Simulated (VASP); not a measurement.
AlB2Ru3, 6 atoms in the cell. It takes space group P4/mmm (No. 123, tetragonal). Conventional cell: a = 3.936 Å, b = 3.936 Å, c = 5.375 Å, α = 90.00°, β = 90.00°, γ = 90.00°. Within 2.6 Å of Al (site symmetry 4/mmm) lie 4 B at 1.97 Å. Within 2.6 Å of B (site symmetry mmm) lie 2 Al at 1.97 Å and 2 Ru at 1.97 Å. Ru (site symmetry 4/mmm) has 4 B at 1.97 Å within 2.6 Å. Within 3.5 Å of Ru (site symmetry 4/mmm) lie 6 Ru at 2.69 to 2.78 Å and 8 B at 3.33 Å. Ru (site symmetry 4/mmm) has 2 Al at 2.69 Å and 4 Ru at 2.78 Å and 8 B at 3.33 Å within 3.5 Å. 

```yaml
Program: VASP 6.6.1
Task: single point
Functional: PBE
Potentials_or_basis: VASP PAW PBE potentials, release 64 (Al, B, Ru_pv)
Cutoff: 520 eV
k_mesh: 4 × 4 × 4
Occupations: gaussian, width 0.1 eV
Spin: no spin polarisation
Dipole_correction: no
Further_INCAR_settings: ALGO = Fast; EDIFF = 1e-07; NBANDS = 34
```

Potentials or basis: VASP PAW PBE potentials, release 64 (Al, B, Ru_pv).

Command:

```console
$ cat potpaw_PBE.64/Al/POTCAR potpaw_PBE.64/B/POTCAR potpaw_PBE.64/Ru_pv/POTCAR > POTCAR
$ mpirun -np 1 vasp_std > vasp.out
```

Hardware: 1 thread of Intel(R) Xeon(R) Platinum 8559C (Emerald Rapids) (shared host).

Question: How long does it take, and how much memory?

Answer: It took 57 s on 1 thread of Intel(R) Xeon(R) Platinum 8559C (Emerald Rapids), with other jobs on the host, peak memory 0.2 GiB. Counts: scf iterations 20, k points 18.
